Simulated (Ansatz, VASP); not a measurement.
## One calculation of CuO, two programs

File INCAR:

```
PREC = Accurate
ENCUT = 520
EDIFF = 1E-6
ISMEAR = -1
SIGMA = 0.05
LREAL = False
LASPH = True
NELM = 150
ALGO = Normal
ISIF = 2
LWAVE = False
LCHARG = False
ISPIN = 2
MAGMOM = 1 1 0 0
LORBIT = 11
LMAXMIX = 4
LDAU = True
LDAUTYPE = 2
LDAUL = 2 -1
LDAUU = 4.8 0
LDAUJ = 0 0
LDAUPRINT = 1
GGA = CA
NBANDS = 29
```

KPOINTS

```
regular mesh
0
Gamma
  7 7 4
```

The input POSCAR:

```
CuO
1.0
    2.3418500000     -1.7113000000      0.0000000000
    2.3418500000      1.7113000000      0.0000000000
   -0.8500300000      0.0000000000      5.0578700000
Cu O
2 2
Direct
    0.0000000000      0.5000000000      0.0000000000
    0.5000000000      0.0000000000      0.5000000000
    0.5816000000      0.4184000000      0.2500000000
    0.4184000000      0.5816000000      0.7500000000
```

Input for Ansatz:

```yaml
crystal:
  lattice:
    - [2.34185, -1.7113, 0.0]
    - [2.34185, 1.7113, 0.0]
    - [-0.85003, 0.0, 5.05787]
  atoms:
    - { symbol: Cu, position: [0.0, 0.5, 0.0], spin: 1.0 }
    - { symbol: Cu, position: [0.5, 0.0, 0.5], spin: 1.0 }
    - { symbol: O, position: [0.5816, 0.4184, 0.25] }
    - { symbol: O, position: [0.4184, 0.5816, 0.75] }
magnetization:
  spin_polarized: true
hamiltonian:
  xc: lda
  pseudopotentials: { kind: paw }
  hubbard: { sites: [{ species: Cu, l: d, u_eff: 4.8 }] }
basis:
  ecutwfc: 420
kpoints:
  mp_grid: { grid: [7, 7, 4] }
scf:
  occupations: { method: fermi_dirac, width: 0.05 }
  lower_state_search: "off"
output:
  forces: true
  stress: true
  write_density: true
  write_potential: true
  elf: true
  volumetric_format: npy
```

Alike in both runs: task single point; functional LDA; k mesh 7 × 7 × 4; occupations fermi-dirac, width 0.05 eV; collinear spin; Hubbard terms Cu d U = 4.8 eV.

|  | VASP | Ansatz |
| --- | --- | --- |
| version | VASP 6.6.1 | Ansatz 0.2.0 |
| potentials or method | VASP PAW LDA potentials, release 64 (Cu, O), cutoff 520 eV | PAW, plane waves, scalar-relativistic |
| valence electrons in the cell | 34 | 50 |

|  | VASP | Ansatz | Ansatz less VASP |
| --- | --- | --- | --- |
| pressure (GPa) | -11.2 | -7.2 | +4.02 |
| traceless stress, the component that is largest in VASP (GPa) | 3.41 | 2.82 | -0.594 |
| rms of the force components (eV/Å) | 0.112 | 0.147 | +0.0355 |
| net moment per atom (μB) | 0.49 | 0.07 | -0.420 |
| size of the moment on the site where the two differ most (μB) | 0.63 | 0.09 | -0.540 |

The net moments are unlike, so the other rows may belong to different states. LDA's correlation is that of Perdew and Zunger in VASP and of Perdew and Wang (1992) in Ansatz. Site moments also hang on the region over which each program counts them. The programs project onto different local orbitals, so the same U acts differently, and such runs can settle in different states. Atom by atom the forces differ by 0.036 eV/Å (rms over components). VASP's potentials hold 34 valence electrons a cell and Ansatz's 50, so a difference there can come from the potentials and not from the codes. Ansatz's warnings: filled band counts differ across k points.
